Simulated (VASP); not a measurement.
Li, 3 atoms in the cell. The structure is trigonal, space group R-3m (No. 166). The conventional cell has a = 3.057 Å, b = 3.057 Å, c = 22.490 Å, α = 90.00°, β = 90.00°, γ = 120.00°. Within 4.0 Å of Li (site symmetry -3m) lie 12 Li at 3.06 Å. Li (site symmetry 3m) has 12 Li at 3.06 Å within 4.0 Å. 

```yaml
Program: VASP 6.6.1
Task: single point
Functional: PBEsol
Potentials_or_basis: VASP PAW PBE potentials, release 64 (Li_sv)
Cutoff: 520 eV
k_mesh: 15 × 15 × 15
Occupations: gaussian, width 0.1 eV
Spin: no spin polarisation
Dipole_correction: no
Further_INCAR_settings: ALGO = Normal; EDIFF = 1e-07; NBANDS = 12
```

Potentials or basis: VASP PAW PBE potentials, release 64 (Li_sv).

Command:

```console
$ cat potpaw_PBE.64/Li_sv/POTCAR > POTCAR
$ mpirun -np 1 vasp_std > vasp.out
```

Hardware: 1 thread of Intel(R) Xeon(R) 6975P-C (Granite Rapids), with other jobs on the host.

Question: Estimate the wall time of this run.

Answer: It took 6.6 min on 1 thread of Intel(R) Xeon(R) 6975P-C (Granite Rapids), with other jobs on the host, peak memory 0.56 GiB. Counts: scf iterations 12, k points 344.
